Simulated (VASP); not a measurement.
InBiO, 3 atoms in the cell. Symmetry: Pmmm, No. 47, orthorhombic system. The conventional cell has a = 3.495 Å, b = 4.388 Å, c = 5.617 Å, α = 90.00°, β = 90.00°, γ = 90.00°. Within 4.4 Å of In (site symmetry mmm) lie 4 Bi at 3.31 Å and 4 In at 3.50 to 4.39 Å and 8 O at 3.97 Å. Bi (site symmetry mmm) has 2 O at 2.19 Å within 2.9 Å. Within 2.9 Å of O (site symmetry mmm) lie 2 Bi at 2.19 Å. The cell was built from a structure type or drawn by symmetry, and may not be a known phase.

```yaml
Program: VASP 6.6.1
Task: single point
Functional: PBE
Potentials_or_basis: VASP PAW PBE potentials, release 64 (In_d, Bi_d, O)
Cutoff: 520 eV
k_mesh: 14 × 10 × 8
Occupations: gaussian, width 0.1 eV
Spin: no spin polarisation
Dipole_correction: no
Further_INCAR_settings: ALGO = Normal; EDIFF = 1e-07; NBANDS = 24
```

Potentials or basis: VASP PAW PBE potentials, release 64 (In_d, Bi_d, O).

Run with:

```console
$ cat potpaw_PBE.64/In_d/POTCAR potpaw_PBE.64/Bi_d/POTCAR potpaw_PBE.64/O/POTCAR > POTCAR
$ mpirun -np 1 vasp_std > vasp.out
```

Hardware: 1 thread of AMD EPYC 9R45 96-Core Processor (Zen 5) (shared host).

**Question.** How long does it take, and how much memory?

**Answer.** It took 4.8 min on 1 thread of AMD EPYC 9R45 96-Core Processor (Zen 5), with other jobs on the host, peak memory 0.57 GiB. Counts: scf iterations 20, k points 240.
